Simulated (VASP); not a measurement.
Write the native input for VASP 6.6.1 that does the following.

- Task: single point
- Functional: PBEsol
- Potentials or basis: VASP PAW PBE potentials, release 64 (Tc_pv)
- Cutoff: 520 eV
- k mesh: 12 × 12 × 12
- Occupations: fermi-dirac, width 0.05 eV
- Spin: no spin polarisation
- Dipole correction: no
- Further INCAR settings: ALGO = Normal; EDIFF = 1e-06; NBANDS = 12

The structure of Tc lies in POSCAR:

```
Tc
1.0
    0.0000000000      1.9160985125      1.9160985125
    1.9160985125      0.0000000000      1.9160985125
    1.9160985125      1.9160985125      0.0000000000
Tc
1
Direct
    0.0000000000      0.0000000000      0.0000000000
```

The input as run:

INCAR

```
SYSTEM = Tc
PREC = Accurate ; ENCUT = 520
EDIFF = 1E-6 ; ISMEAR = -1
SIGMA = 0.05 ; LREAL = .FALSE.
LASPH = .TRUE. ; NELM = 80
ALGO = Normal ; ISIF = 2
LWAVE = .FALSE. ; LCHARG = .TRUE.
GGA = PS ; LELF = .TRUE.
LVHAR = .TRUE. ; NBANDS = 12
```

KPOINTS

```
regular mesh
0
G
  12 12 12
  0 0 0
```

Potentials or basis: VASP PAW PBE potentials, release 64 (Tc_pv).

Run with:

```sh
$ cat potpaw_PBE.64/Tc_pv/POTCAR > POTCAR
$ mpirun -np 1 vasp_std > vasp.out
```

It gave:

- Pressure: -0.7 GPa

Caveat: the PAW data sets were made with another functional, which shifts forces and pressure a little.

It took 8.8 s on 1 thread of Intel(R) Xeon(R) Platinum 8375C CPU @ 2.90GHz (Ice Lake), on a shared host, peak memory 0.13 GiB.
